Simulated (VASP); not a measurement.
# Bi2S3 (Pnma) in VASP: electric field gradients with PBE

Aim: the electric field gradients of Bi2S3 with PBE.

Program: VASP 6.6.1. These are calculated values, not measurements. Logs are shortened: lines on timing, memory, paths and dates and some standing lists are left out, and cuts for length are marked.

## (1) The cell of the first run

Symmetry: Pnma, No. 62, orthorhombic system. Conventional cell: a = 11.316 Å, b = 3.971 Å, c = 11.178 Å, α = 90.00°, β = 90.00°, γ = 90.00°. Bi (site symmetry m) has 7 S at 2.67 to 3.42 Å within 3.5 Å. Bi (site symmetry m) has 7 S at 2.59 to 3.32 Å within 3.4 Å. Within 3.7 Å of S (site symmetry m) lie 4 Bi at 2.68 to 3.42 Å and 5 S at 3.35 to 3.67 Å. S (site symmetry m) has 5 Bi at 2.59 to 3.06 Å within 3.4 Å. Within 3.8 Å of S (site symmetry m) lie 5 Bi at 2.67 to 3.32 Å and 6 S at 3.35 to 3.77 Å.

## (2) Electric field gradients, PBE

Contents of INCAR:

```
SYSTEM = Bi2S3
PREC     = Accurate       ! precision mode
ENCUT    = 520            ! plane-wave cutoff, eV
EDIFF    = 1E-8           ! SCF threshold, eV
ISMEAR   = -1             ! smearing method
SIGMA    = 0.02           ! smearing width, eV
LREAL    = Auto         
LASPH    = .True.         ! aspherical terms in the spheres
NELM     = 60             ! most SCF steps
ALGO     = Normal         ! electronic algorithm
ISIF     = 2              ! what is computed and relaxed
LWAVE    = .False.        ! write WAVECAR
LCHARG   = .False.        ! write CHGCAR
GGA      = PE             ! functional
LEFG     = .True.       
NBANDS   = 112            ! bands
KPAR     = 4
```

Contents of KPOINTS:

```
Automatic mesh
0
Gamma
  3 7 3
  0 0 0
```

Contents of POSCAR:

```
Bi2S3
1.0
   11.3160000000      0.0000000000      0.0000000000
    0.0000000000      3.9709000000      0.0000000000
    0.0000000000      0.0000000000     11.1780000000
Bi S
8 12
Direct
    0.4833900000      0.2500000000      0.3258100000
    0.0166100000      0.7500000000      0.8258100000
    0.9833900000      0.2500000000      0.1741900000
    0.5166100000      0.7500000000      0.6741900000
    0.3406900000      0.7500000000      0.0342900000
    0.1593100000      0.2500000000      0.5342900000
    0.8406900000      0.7500000000      0.4657100000
    0.6593100000      0.2500000000      0.9657100000
    0.2854000000      0.2500000000      0.1941000000
    0.2146000000      0.7500000000      0.6941000000
    0.7854000000      0.2500000000      0.3059000000
    0.7146000000      0.7500000000      0.8059000000
    0.5500000000      0.7500000000      0.1284000000
    0.9500000000      0.2500000000      0.6284000000
    0.0500000000      0.7500000000      0.3716000000
    0.4500000000      0.2500000000      0.8716000000
    0.3756000000      0.7500000000      0.4423000000
    0.1244000000      0.2500000000      0.9423000000
    0.8756000000      0.7500000000      0.0577000000
    0.6244000000      0.2500000000      0.5577000000
```

Potentials or basis: VASP PAW PBE potentials, release 64 (Bi_d, S).

Started as:

```console
$ cat potpaw_PBE.64/Bi_d/POTCAR potpaw_PBE.64/S/POTCAR > POTCAR
$ mpirun -np 4 vasp_std > vasp.out
```

OUTCAR:

```text
SYSTEM = Bi2S3
   PREC = Accurate
   ENCUT = 520
   EDIFF = 1E-8
   ISMEAR = -1
   LREAL = Auto
   LASPH = .True.
   NELM = 60
   ISIF = 2
   GGA = PE

 ion  position               nearest neighbor table
   1  0.483  0.250  0.326-  17 2.67  17 2.67   9 2.68  20 3.04  13 3.06  13 3.06
   2  0.017  0.750  0.826-  18 2.67  18 2.67  10 2.68  19 3.04  14 3.06  14 3.06
   3  0.983  0.250  0.174-  19 2.67  19 2.67  11 2.68  18 3.04  15 3.06  15 3.06
   4  0.517  0.750  0.674-  20 2.67  20 2.67  12 2.68  17 3.04  16 3.06  16 3.06
   5  0.341  0.750  0.034-  13 2.59   9 2.74   9 2.74  16 2.96  16 2.96  18 3.32  18 3.32
   6  0.159  0.250  0.534-  14 2.59  10 2.74  10 2.74  15 2.96  15 2.96  17 3.32  17 3.32
   7  0.841  0.750  0.466-  15 2.59  11 2.74  11 2.74  14 2.96  14 2.96  20 3.32  20 3.32
   8  0.659  0.250  0.966-  16 2.59  12 2.74  12 2.74  13 2.96  13 2.96  19 3.32  19 3.32
   9  0.285  0.250  0.194-   1 2.68   5 2.74   5 2.74
  10  0.215  0.750  0.694-   2 2.68   6 2.74   6 2.74
  11  0.785  0.250  0.306-   3 2.68   7 2.74   7 2.74
  12  0.715  0.750  0.806-   4 2.68   8 2.74   8 2.74
  13  0.550  0.750  0.128-   5 2.59   8 2.96   8 2.96   1 3.06   1 3.06
  14  0.950  0.250  0.628-   6 2.59   7 2.96   7 2.96   2 3.06   2 3.06
  15  0.050  0.750  0.372-   7 2.59   6 2.96   6 2.96   3 3.06   3 3.06
  16  0.450  0.250  0.872-   8 2.59   5 2.96   5 2.96   4 3.06   4 3.06
  17  0.376  0.750  0.442-   1 2.67   1 2.67   4 3.04   6 3.32   6 3.32
  18  0.124  0.250  0.942-   2 2.67   2 2.67   3 3.04   5 3.32   5 3.32
  19  0.876  0.750  0.058-   3 2.67   3 2.67   2 3.04   8 3.32   8 3.32
  20  0.624  0.250  0.558-   4 2.67   4 2.67   1 3.04   7 3.32   7 3.32

  LATTYP: Found a simple orthorhombic cell.
 ALAT       =     3.9709000000
 B/A-ratio  =     2.8149789720
 C/A-ratio  =     2.8497317988

  Lattice vectors:

 A1 = (   0.0000000000,   3.9709000000,   0.0000000000)
 A2 = (   0.0000000000,   0.0000000000,  11.1780000000)
 A3 = (  11.3160000000,   0.0000000000,   0.0000000000)

Analysis of symmetry for initial positions (statically):
=====================================================================
 Subroutine PRICEL returns:
 Original cell was already a primitive cell.

 Routine SETGRP: Setting up the symmetry group for a
 simple orthorhombic supercell.

 Subroutine GETGRP returns: Found  8 space group operations
 (whereof  2 operations were pure point group operations)
 out of a pool of  8 trial point group operations.

The static configuration has the point symmetry S_2 .
 The point group associated with its full space group is D_2h.

Analysis of symmetry for dynamics (positions and initial velocities):
=====================================================================
 Subroutine PRICEL returns:
 Original cell was already a primitive cell.

 Routine SETGRP: Setting up the symmetry group for a
 simple orthorhombic supercell.

 Subroutine GETGRP returns: Found  8 space group operations
 (whereof  2 operations were pure point group operations)
 out of a pool of  8 trial point group operations.

The dynamic configuration has the point symmetry S_2 .
 The point group associated with its full space group is D_2h.

 Subroutine INISYM returns: Found  8 space group operations
 (whereof  2 operations are pure point group operations),
 and found     1 'primitive' translations

----------------------------------------------------------------------------------------

                                     Primitive cell

  volume of cell :     502.2801

  direct lattice vectors                    reciprocal lattice vectors
    11.316000000  0.000000000  0.000000000     0.088370449  0.000000000  0.000000000
     0.000000000  3.970900000  0.000000000     0.000000000  0.251832078  0.000000000
     0.000000000  0.000000000 11.178000000     0.000000000  0.000000000  0.089461442

  length of vectors
    11.316000000  3.970900000 11.178000000     0.088370449  0.251832078  0.089461442

  position of ions in fractional coordinates (direct lattice)
     0.483390000  0.250000000  0.325810000
     0.016610000  0.750000000  0.825810000
     0.983390000  0.250000000  0.174190000
[... 111 lines left out ...]
   POTIM  = 0.5000    time-step for ionic-motion
   TEBEG  =    0.0;   TEEND  =   0.0 temperature during run
   PSTRESS=    0.0 pullay stress
   NELECT =     192.0000    total number of electrons
   NUPDOWN=      -1.0000    fix difference up-down
   EMIN   =  10.00;   EMAX   =-10.00  energy-range for DOS
   EFERMI =   0.00;   METHOD = LEGACY
   ISMEAR =    -1;   SIGMA  =   0.02  broadening in eV -4-tet -1-fermi 0-gaus
   EFERMI_NEDOS =   21; number of points for ismear=-14 and -15
   IALGO  =     38    algorithm
   IMIX   =      4    mixing-type and parameters
     AMIX     =   0.40;   BMIX     =  1.00
     AMIX_MAG =   1.60;   BMIX_MAG =  1.00
  volume/ion in A,a.u.               =      25.11       169.48
  Fermi-wavevector in a.u.,A,eV,Ry     =   1.188119  2.245219 19.206345  1.411627
  Thomas-Fermi vector in A             =   2.324255
   LORBIT       =      0    0 simple, 1 ext, 2 COOP (PROOUT), +10 PAW based schemes
   GGA     = PE    functional components
   LHFCALC =     F    Hartree Fock is set to
   AEXX    =    0.0000 exact exchange contribution
   IVDW    =     0    specifies the selected vdW correction
   LEPSILON=     F    determine dielectric tensor
   LRPA    =     F    only Hartree local field effects (RPA)
 non-spin polarized calculation
  energy-cutoff  :      520.00
  volume of cell :      502.28
 maximum number of plane-waves:     13576
   NGX = 43   NGY = 15   NGZ = 41

 number of electron     192.0000022 magnetization

 Free energy of the ion-electron system (eV)
  ---------------------------------------------------
  ext. energy  EPLUGINS =         0.00000000
  ---------------------------------------------------
  free energy    TOTEN  =       -87.45946325 eV

  energy without entropy =      -87.45946325  energy(sigma->0) =      -87.45946325

 E-fermi :   5.6619     XC(G=0):  -9.6980

 val. band max:        5.2267975076   @ k =   0.3333   0.0000   0.0000
 cond. band min:       6.6654403638   @ k =   0.0000   0.0000   0.0000
 fundamental gap:      1.4386428562
 Fermi energy:         5.6619379278

 k-point     1 :       0.0000    0.0000    0.0000
  band No.  band energies     occupation
      1     -17.3151      2.00000
      2     -17.3142      2.00000
      3     -17.3106      2.00000
      4     -17.3105      2.00000
      5     -17.2983      2.00000
      6     -17.2954      2.00000
[... 1765 lines left out ...]
    107       8.8883      0.00000
    108       9.0574      0.00000
 [bands above 108 left out]

------------------------ aborting loop because EDIFF is reached ----------------------------------------

  FORCE on cell =-STRESS in cart. coord.  units (eV):
  Direction    XX          YY          ZZ          XY          YZ          ZX
  --------------------------------------------------------------------------------------
  -------------------------------------------------------------------------------------
  Total        8.2312311      7.0398547      5.6267597      0.0000000      0.0000000      0.0000000
  in kB       26.2560496     22.4557873     17.9482849      0.0000000      0.0000000      0.0000000
  external PRESSURE =      22.2200406 kB  Pullay stress =       0.0000000 kB

 VOLUME and BASIS-vectors are now :
 -----------------------------------------------------------------------------
  energy-cutoff  :      520.00
  volume of cell :      502.28
      direct lattice vectors                 reciprocal lattice vectors
    11.316000000  0.000000000  0.000000000     0.088370449  0.000000000  0.000000000
     0.000000000  3.970900000  0.000000000     0.000000000  0.251832078  0.000000000
     0.000000000  0.000000000 11.178000000     0.000000000  0.000000000  0.089461442

 POSITION                                       TOTAL-FORCE (eV/Angst)
 -----------------------------------------------------------------------------------
      5.47004      0.99272      3.64190         0.235145     -0.000000     -0.051048
      0.18796      2.97817      9.23090        -0.235145     -0.000000     -0.051048
     11.12804      0.99272      1.94710         0.235145      0.000000      0.051048
      5.84596      2.97817      7.53610        -0.235145      0.000000      0.051048
      3.85525      2.97817      0.38329        -0.143891      0.000000     -0.142520
      1.80275      0.99272      5.97229         0.143891      0.000000     -0.142520
[... 12 lines left out ...]
      9.90829      2.97817      0.64497        -0.030643      0.000000     -0.149343
      7.06571      0.99272      6.23397         0.030643     -0.000000     -0.149343
 -----------------------------------------------------------------------------------
    total drift:                                0.000000     -0.000000      0.000000

  FREE ENERGIE OF THE ION-ELECTRON SYSTEM (eV)
  ---------------------------------------------------
  free  energy   TOTEN  =       -87.4594632476 eV

  energy  without entropy=      -87.4594632476  energy(sigma->0) =      -87.45946325

 Electric field gradients (V/A^2)
---------------------------------------------------------------------
 ion       V_xx      V_yy      V_zz      V_xy      V_xz      V_yz
---------------------------------------------------------------------
   1    -107.550     3.766   103.784     0.000     1.721    -0.000
   2    -107.550     3.766   103.784    -0.000    -1.721    -0.000
   3    -107.550     3.766   103.784    -0.000    -1.721     0.000
   4    -107.550     3.766   103.784     0.000     1.721    -0.000
   5     -88.968   113.678   -24.710     0.000  -174.822    -0.000
   6     -88.968   113.678   -24.710     0.000   174.822     0.000
[... 12 lines left out ...]
  19     -38.047    56.255   -18.208     0.000    63.268     0.000
  20     -38.047    56.255   -18.208     0.000   -63.268    -0.000
---------------------------------------------------------------------

 Electric field gradients after diagonalization (V/A^2)
 (convention: |V_zz| > |V_xx| > |V_yy|)
----------------------------------------------------------------------
 ion       V_xx      V_yy      V_zz     asymmetry (V_yy - V_xx)/ V_zz
----------------------------------------------------------------------
   1     103.798     3.766  -107.564       0.930
   2     103.798     3.766  -107.564       0.930
   3     103.798     3.766  -107.564       0.930
   4     103.798     3.766  -107.564       0.930
   5     120.911   113.678  -234.588       0.031
   6     120.911   113.678  -234.588       0.031
[... 12 lines left out ...]
  19      56.255    35.914   -92.169       0.221
  20      56.255    35.914   -92.169       0.221
----------------------------------------------------------------------

           NMR quadrupolar parameters

 Cq : quadrupolar parameter    Cq=e*Q*V_zz/h
 eta: asymmetry parameters     (V_yy - V_xx)/ V_zz
 Q  : nuclear electric quadrupole moment in mb (millibarn)
----------------------------------------------------------------------
 ion       Cq(MHz)       eta       Q (mb)
----------------------------------------------------------------------
   1      -0.260       0.930       1.000
   2      -0.260       0.930       1.000
   3      -0.260       0.930       1.000
   4      -0.260       0.930       1.000
   5      -0.567       0.031       1.000
   6      -0.567       0.031       1.000
[... 12 lines left out ...]
  19      -0.223       0.221       1.000
  20      -0.223       0.221       1.000
----------------------------------------------------------------------
```

Run time: 4.7 min. Hardware: 4 MPI ranks of Intel Xeon 6975P-C (Granite Rapids), shared host; peak memory 0.8 GiB.

Results:

```yaml
Free_energy: -87.4595 eV
Pressure: 2.2 GPa
Largest_force: 0.241 eV/Å
Band_gap_on_the_k_mesh: 1.44 eV (least direct gap 1.52 eV)
Largest_electric_field_gradient_by_atom: Bi -107.6, -234.6 (each value once); S -27.1, +44.9, -92.2 (each value once) V/Å²
```

Forces in eV/Å, atoms in the order of the input:
```
Bi   0.235  0.000 -0.051
Bi  -0.235  0.000 -0.051
Bi   0.235  0.000  0.051
Bi  -0.235  0.000  0.051
Bi  -0.144  0.000 -0.143
Bi   0.144  0.000 -0.143
Bi  -0.144  0.000  0.143
Bi   0.144  0.000  0.143
S   -0.166  0.000 -0.050
S    0.166  0.000 -0.050
S   -0.166  0.000  0.050
S    0.166  0.000  0.050
S    0.156  0.000  0.115
S   -0.156  0.000  0.115
S    0.156  0.000 -0.115
S   -0.156  0.000 -0.115
S   -0.031  0.000  0.149
S    0.031  0.000  0.149
S   -0.031  0.000 -0.149
S    0.031  0.000 -0.149
```

Electric field gradients, principal values (V/Å²):
| atom | least | middle | greatest (by size) |
| --- | --- | --- | --- |
| 1 Bi | 3.766 | 103.798 | -107.564 |
| 2 Bi | 3.766 | 103.798 | -107.564 |
| 3 Bi | 3.766 | 103.798 | -107.564 |
| 4 Bi | 3.766 | 103.798 | -107.564 |
| 5 Bi | 113.678 | 120.911 | -234.588 |
| 6 Bi | 113.678 | 120.911 | -234.588 |
| 7 Bi | 113.678 | 120.911 | -234.588 |
| 8 Bi | 113.678 | 120.911 | -234.588 |
| 9 S | 6.238 | 20.899 | -27.137 |
| 10 S | 6.238 | 20.899 | -27.137 |
| 11 S | 6.238 | 20.899 | -27.137 |
| 12 S | 6.238 | 20.899 | -27.137 |
| 13 S | -1.692 | -43.179 | 44.871 |
| 14 S | -1.692 | -43.179 | 44.871 |
| 15 S | -1.692 | -43.179 | 44.871 |
| 16 S | -1.692 | -43.179 | 44.871 |
| 17 S | 35.914 | 56.255 | -92.169 |
| 18 S | 35.914 | 56.255 | -92.169 |
| 19 S | 35.914 | 56.255 | -92.169 |
| 20 S | 35.914 | 56.255 | -92.169 |

Caveat: without QUAD_EFG the Cq values of the log hold for a quadrupole moment of 1 mb, not for the nuclei; spin-orbit coupling is left out, which moves the levels of the heavy elements. A k mesh can miss the band edges.
